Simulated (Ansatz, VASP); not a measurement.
# Two plane-wave programs on Bi

```
Bi
1.0
     3.52373    0.00000    0.00000
    -1.76186    3.05164    0.00000
     0.00000    0.00000    5.79752
Bi
2
Cartesian
  0.0000 2.0344 1.4494
  1.7619 1.0172 4.3481
```

Alike in both runs: task single point; functional r2SCAN; k mesh 10 × 10 × 6; occupations fermi-dirac, width 0.1 eV; non-collinear spin, spin-orbit coupling.

|  | VASP | Ansatz |
| --- | --- | --- |
| version | VASP 6.6.1 | Ansatz 0.2.0 |
| potentials or method | VASP PAW PBE potentials, release 64 (Bi_d), cutoff 520 eV | plane waves (500 eV) with PAW, fully relativistic with spin-orbit coupling |
| valence electrons in the cell | 30 | 30 |

|  | VASP | Ansatz | Ansatz less VASP |
| --- | --- | --- | --- |
| net moment per atom (μB) | 0.00 | 0.00 | 0.000 |

VASP's potentials were made for PBE, not for r2SCAN.
